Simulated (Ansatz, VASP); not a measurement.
## SnSe2 in VASP and in Ansatz

INCAR

```
SYSTEM = SnSe2
PREC     = Accurate       ! precision mode
ENCUT    = 500            ! plane-wave cutoff, eV
EDIFF    = 1E-6           ! SCF threshold, eV
ISMEAR   = 0              ! smearing method
SIGMA    = 0.03           ! smearing width, eV
LREAL    = .FALSE.        ! projectors in reciprocal space
LASPH    = .TRUE.         ! aspherical terms in the spheres
NELM     = 120            ! most SCF steps
ALGO     = Normal         ! electronic algorithm
ISIF     = 2              ! what is computed and relaxed
LWAVE    = .FALSE.        ! write WAVECAR
LCHARG   = .FALSE.        ! write CHGCAR
GGA      = PE             ! functional
IVDW     = 12             ! dispersion correction
NBANDS   = 20             ! bands
GGA_COMPAT= .FALSE.
```

KPOINTS

```
regular mesh
0
G
  12 12 6
  0 0 0
```

POSCAR

```
SnSe2
1.0
    3.7440000000      0.0000000000      0.0000000000
   -1.8720000000      3.2423991118      0.0000000000
    0.0000000000      0.0000000000      5.0363000000
Sn Se
1 2
Direct
    0.0000000000      0.0000000000      0.0000000000
    0.3333333333      0.6666666667      0.2651331237
    0.6666666667      0.3333333333      0.7348668763
```

Input for Ansatz:

```yaml
crystal:
  lattice:
    - [3.744, 0.0, 0.0]
    - [-1.872, 3.2423991118, 0.0]
    - [0.0, 0.0, 5.0363]
  atoms:
    - { symbol: Sn, position: [0.0, 0.0, 0.0] }
    - { symbol: Se, position: [0.3333333333, 0.6666666667, 0.2651331237] }
    - { symbol: Se, position: [0.6666666667, 0.3333333333, 0.7348668763] }
basis:
  ecutwfc: 420
kpoints:
  mp_grid: { grid: [12, 12, 6] }
hamiltonian:
  xc: pbe
  dispersion: d3bj
scf:
  occupations: { method: gaussian, width: 0.03 }
output:
  forces: true
  stress: true
  eigenvalues: true
```

Alike in both runs: task single point; functional PBE; dispersion D3(BJ); k mesh 12 × 12 × 6; occupations gaussian, width 0.03 eV; no spin polarisation.

|  | VASP | Ansatz |
| --- | --- | --- |
| version | VASP 6.6.1 | Ansatz 0.2.0 |
| potentials or method | VASP PAW PBE potentials, release 64 (Sn_d, Se), cutoff 500 eV | scalar-relativistic, plane waves, PAW |
| valence electrons in the cell | 26 | 46 |

VASP gave:

| Quantity | Value |
| --- | --- |
| gap on the k mesh at the Fermi level (eV) | none |
| pressure (GPa) | 25.6 |
| traceless stress, the component that is largest in VASP (GPa) | 3.15 |
| rms of the force components (eV/Å) | 1.379 |

Task: Which values does Ansatz return?

Result: gap on the k mesh at the Fermi level (eV): none; pressure (GPa): 25.3; traceless stress, the component that is largest in VASP (GPa): 3.20; rms of the force components (eV/Å): 1.366.

Atom by atom the forces differ by 0.013 eV/Å (rms over components). A gap of «none» marks a metal or a gap that the smearing closes. VASP's potentials hold 26 valence electrons a cell and Ansatz's 46, so a difference there can come from the potentials and not from the codes.
